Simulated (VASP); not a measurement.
**SnO2: single point with r2SCAN**

The system is SnO2.

```
Sn O
1.0
     0.00000    2.60802    2.60802
     2.60802    0.00000    2.60802
     2.60802    2.60802    0.00000
Sn O
1 2
Direct
  0.00000 0.00000 0.00000
  0.75000 0.75000 0.75000
  0.25000 0.25000 0.25000
```

| Item | Value |
| --- | --- |
| Program | VASP 6.6.1 |
| Task | single point |
| Functional | r2SCAN |
| Potentials or basis | VASP PAW PBE potentials, release 64 (Sn_d, O) |
| Cutoff | 520 eV |
| k mesh | 9 × 9 × 9 |
| Occupations | fermi-dirac, width 0.05 eV |
| Spin | no spin polarisation |
| Dipole correction | no |
| Further INCAR settings | ALGO = Normal; EDIFF = 1e-07; NBANDS = 20 |

- Pressure: -15.0 GPa

Levels at points of the mesh, in eV from the Fermi level:
| k point | band 11 | band 12 | band 13 | band 14 | band 15 | band 16 |
| --- | --- | --- | --- | --- | --- | --- |
| (0.00, 0.00, 0.00) | -1.41 | -1.41 | -1.41 | -0.16 | 7.41 | 7.41 |

It took 66 s on 1 thread of Intel Xeon 6975P-C, with other jobs on the host, peak memory 0.18 GiB.

Caveat: the PAW data sets were made with another functional, which shifts forces and pressure a little; spin-orbit coupling is left out, which moves the levels of the heavy elements.
